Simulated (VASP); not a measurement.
A run of VASP 6.6.1 is set up as follows.

INCAR

```
PREC     = Accurate       # precision mode
ENCUT    = 520            # plane-wave cutoff, eV
EDIFF    = 1E-7           # SCF threshold, eV
ISMEAR   = -1             # smearing method
SIGMA    = 0.1            # smearing width, eV
LREAL    = F              # projectors in reciprocal space
LASPH    = T              # aspherical terms in the spheres
NELM     = 80             # most SCF steps
ALGO     = Normal         # electronic algorithm
ISIF     = 2              # what is computed and relaxed
LWAVE    = F              # write WAVECAR
LCHARG   = F              # write CHGCAR
NBANDS   = 26             # bands
```

Contents of KPOINTS:

```
Automatic mesh
0
Gamma
  9 9 13
```

File POSCAR:

```
In
1.0
    5.1955291851      0.0000000000      0.0000000000
   -2.5977645926      4.4994602603      0.0000000000
    0.0000000000      0.0000000000      3.2041384837
In
3
Direct
    0.0000000000      0.0000000000      0.0000000000
    0.3333333333      0.6666666667      0.5000000000
    0.6666666667      0.3333333333      0.5000000000
```

Potentials or basis: VASP PAW LDA potentials, release 64 (In_d).

Run with:

```sh
$ cat potpaw_LDA.64/In_d/POTCAR > POTCAR
$ mpirun -np 1 vasp_std > vasp.out
```

What does it give for the pressure?

0.1 GPa.

Stress tensor (GPa, compression positive):
```
 0.74  0.00  0.00
 0.00  0.74  0.00
 0.00  0.00 -1.08
```
